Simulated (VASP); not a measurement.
V:

```
CELL_PARAMETERS angstrom
-1.49918 1.49918 1.49918
1.49918 -1.49918 1.49918
1.49918 1.49918 -1.49918
ATOMIC_POSITIONS crystal
V 0.00000 0.00000 0.00000
```

Base run:

```yaml
Program: VASP 6.6.1
Functional: PBE
Potentials_or_basis: VASP PAW PBE potentials, release 64 (V_sv)
Cutoff: 520 eV
k_mesh: 15 × 15 × 15
Occupations: fermi-dirac, width 0.1 eV
Spin: no spin polarisation
```

Its results: pressure 0.2 GPa.

**Question.** The run is repeated on the same cell with these changes: occupations from fermi-dirac, width 0.1 eV to gaussian, width 0.1 eV. What comes out?

**Answer.** Pressure -0.3 GPa.
